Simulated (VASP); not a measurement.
# Pt (P6_3/mmc) in VASP: further runs, part 2 of 2

VASP 6.6.1. Earlier steps stand in the parts before.

### Step 4. Single point, PBE

This run uses another cell than the first one, of 15.75 Å³/atom, 1.031 times its volume.

Contents of INCAR:

```
ALGO = Normal
EDIFF = 1E-7
ENCUT = 520
GGA = PE
ISIF = 2
ISMEAR = 0
LASPH = T
LCHARG = T
LELF = T
LREAL = F
LVHAR = T
LWAVE = F
NBANDS = 17
NELM = 100
PREC = Accurate
SIGMA = 0.1
```

Contents of KPOINTS:

```
k-points
0
Gamma
  18 18 10
```

Contents of POSCAR:

```
Pt
1.0
    2.7585395942      0.0000000000      0.0000000000
   -1.3792697971      2.3889653659      0.0000000000
    0.0000000000      0.0000000000      4.7813830595
Pt
2
Direct
    0.6666666667      0.3333333333      0.7500000000
    0.3333333333      0.6666666667      0.2500000000
```

Potentials or basis: VASP PAW PBE potentials, release 64 (Pt).

On the command line:

```sh
$ cat potpaw_PBE.64/Pt/POTCAR > POTCAR
$ mpirun -np 1 vasp_std > vasp.out
```

OUTCAR:

```text
EDIFF = 1E-7
   ENCUT = 520
   GGA = PE
   ISIF = 2
   ISMEAR = 0
   LASPH = T
   LREAL = F
   NELM = 100
   PREC = Accurate

 ion  position               nearest neighbor table
   1  0.667  0.333  0.750-   2 2.87   2 2.87   2 2.87   2 2.87   2 2.87   2 2.87
   2  0.333  0.667  0.250-   1 2.87   1 2.87   1 2.87   1 2.87   1 2.87   1 2.87

  LATTYP: Found a hexagonal cell.
 ALAT       =     2.7585395942
 C/A-ratio  =     1.7333023131

  Lattice vectors:

 A1 = (   2.7585395942,   0.0000000000,   0.0000000000)
 A2 = (  -1.3792697971,   2.3889653659,   0.0000000000)
 A3 = (   0.0000000000,   0.0000000000,   4.7813830595)

Analysis of symmetry for initial positions (statically):
=====================================================================
 Subroutine PRICEL returns:
 Original cell was already a primitive cell.

 Routine SETGRP: Setting up the symmetry group for a
 hexagonal supercell.

 Subroutine GETGRP returns: Found 24 space group operations
 (whereof 12 operations were pure point group operations)
 out of a pool of 24 trial point group operations.

The static configuration has the point symmetry D_3d.
 The point group associated with its full space group is D_6h.

Analysis of symmetry for dynamics (positions and initial velocities):
=====================================================================
 Subroutine PRICEL returns:
 Original cell was already a primitive cell.

 Routine SETGRP: Setting up the symmetry group for a
 hexagonal supercell.

 Subroutine GETGRP returns: Found 24 space group operations
 (whereof 12 operations were pure point group operations)
 out of a pool of 24 trial point group operations.

The dynamic configuration has the point symmetry D_3d.
 The point group associated with its full space group is D_6h.

[... 106 lines left out ...]
   POTIM  = 0.5000    time-step for ionic-motion
   TEBEG  =    0.0;   TEEND  =   0.0 temperature during run
   PSTRESS=    0.0 pullay stress
   NELECT =      20.0000    total number of electrons
   NUPDOWN=      -1.0000    fix difference up-down
   EMIN   =  10.00;   EMAX   =-10.00  energy-range for DOS
   EFERMI =   0.00;   METHOD = LEGACY
   ISMEAR =     0;   SIGMA  =   0.10  broadening in eV -4-tet -1-fermi 0-gaus
   EFERMI_NEDOS =   21; number of points for ismear=-14 and -15
   IALGO  =     38    algorithm
   IMIX   =      4    mixing-type and parameters
     AMIX     =   0.40;   BMIX     =  1.00
     AMIX_MAG =   1.60;   BMIX_MAG =  1.00
  volume/ion in A,a.u.               =      15.75       106.32
  Fermi-wavevector in a.u.,A,eV,Ry     =   1.406924  2.658701 26.931848  1.979435
  Thomas-Fermi vector in A             =   2.529235
   LORBIT       =      0    0 simple, 1 ext, 2 COOP (PROOUT), +10 PAW based schemes
   GGA     = PE    functional components
   LHFCALC =     F    Hartree Fock is set to
   AEXX    =    0.0000 exact exchange contribution
   IVDW    =     0    specifies the selected vdW correction
   LEPSILON=     F    determine dielectric tensor
   LRPA    =     F    only Hartree local field effects (RPA)
 non-spin polarized calculation
 Gauss-broadening in eV      SIGMA  =   0.10
  energy-cutoff  :      520.00
  volume of cell :       31.51
 maximum number of plane-waves:       864
 NGX is ok and might be reduce to    24
   NGX = 11   NGY = 11   NGZ = 17

 number of electron      20.0000004 magnetization

 Free energy of the ion-electron system (eV)
  ---------------------------------------------------
  ext. energy  EPLUGINS =         0.00000000
  ---------------------------------------------------
  free energy    TOTEN  =       -12.08982043 eV

  energy without entropy =      -12.07049802  energy(sigma->0) =      -12.08015923

 E-fermi :  10.4138     XC(G=0): -13.2241

 val. band max:       10.4133792797   @ k =   0.3889   0.1667   0.1000
 cond. band min:      10.4169290384   @ k =   0.2222   0.1667   0.4000
 fundamental gap:      0.0035497587
 Fermi energy:        10.4137998299

 k-point     1 :       0.0000    0.0000    0.0000
  band No.  band energies     occupation
      1       0.7060      2.00000
      2       3.3531      2.00000
      3       6.4874      2.00000
      4       6.9898      2.00000
      5       6.9898      2.00000
      6       7.3572      2.00000
[... 457 lines left out ...]
      4       6.9908      2.00000
      5       7.1804      2.00000
      6       7.2550      2.00000
[... 9 lines left out ...]
     16      22.6848      0.00000
     17      24.2939      0.00000

 [... further k-points ...]
[... 5 lines left out ...]
  --------------------------------------------------------------------------------------
  -------------------------------------------------------------------------------------
  Total       -0.0782429     -0.0782429     -0.1116689      0.0000000      0.0000000      0.0000000
  in kB       -3.9784390     -3.9784390     -5.6780651      0.0000000      0.0000000      0.0000000
  external PRESSURE =      -4.5449810 kB  Pullay stress =       0.0000000 kB

 VOLUME and BASIS-vectors are now :
 -----------------------------------------------------------------------------
  energy-cutoff  :      520.00
  volume of cell :       31.51
      direct lattice vectors                 reciprocal lattice vectors
     2.758539594  0.000000000  0.000000000     0.362510657  0.209295625  0.000000000
    -1.379269797  2.388965366  0.000000000     0.000000000  0.418591251  0.000000000
     0.000000000  0.000000000  4.781383060     0.000000000  0.000000000  0.209144506

 POSITION                                       TOTAL-FORCE (eV/Angst)
 -----------------------------------------------------------------------------------
      1.37927      0.79632      3.58604         0.000000      0.000000      0.000000
     -0.00000      1.59264      1.19535        -0.000000      0.000000      0.000000
 -----------------------------------------------------------------------------------
    total drift:                               -0.000000      0.000000     -0.000000

  FREE ENERGIE OF THE ION-ELECTRON SYSTEM (eV)
  ---------------------------------------------------
  free  energy   TOTEN  =       -12.0898204331 eV

  energy  without entropy=      -12.0704980191  energy(sigma->0) =      -12.08015923
```

stdout:

```text
POSCAR found type information on POSCAR Pt
 POSCAR found :  1 types and       2 ions
 scaLAPACK will be used
 LDA part: xc-table for (Slater+PW92), standard interpolation
 POSCAR, INCAR and KPOINTS ok, starting setup
 FFT: planning ... GRIDC
 FFT: planning ... GRID_SOFT
 FFT: planning ... GRID
 WAVECAR not read
 entering main loop
```

It took 33 s on 1 thread of Intel Xeon 6975P-C (Granite Rapids), shared host; peak memory 0.22 GiB.

Results:

* Free energy: -12.0898 eV
* Pressure: -0.5 GPa
* Band gap on the k mesh: zero (band 10 reaches 10.90 eV, above the bottom of band 11 at 9.62 eV)

Levels at points of the mesh, in eV from the Fermi level:
```tsv
k point	band 6	band 7	band 8	band 9	band 10	band 11	band 12	band 13	band 14	band 15
(0.00, 0.00, 0.00)	-3.06	-3.06	-1.80	-1.80	-0.70	-0.22	-0.22	4.72	15.12	15.72
(0.50, 0.00, 0.00)	-2.92	-2.59	0.01	0.29	0.49	2.28	3.75	7.29	8.86	9.55
(0.00, 0.00, 0.50)	-3.42	-3.42	-3.42	-0.79	-0.79	-0.79	-0.79	11.97	11.97	15.55
(0.50, 0.00, 0.50)	-1.80	-0.84	-0.84	0.41	0.41	1.71	1.71	6.48	6.48	14.17
```

Caveat: spin-orbit coupling is left out, which moves the levels of the heavy elements.
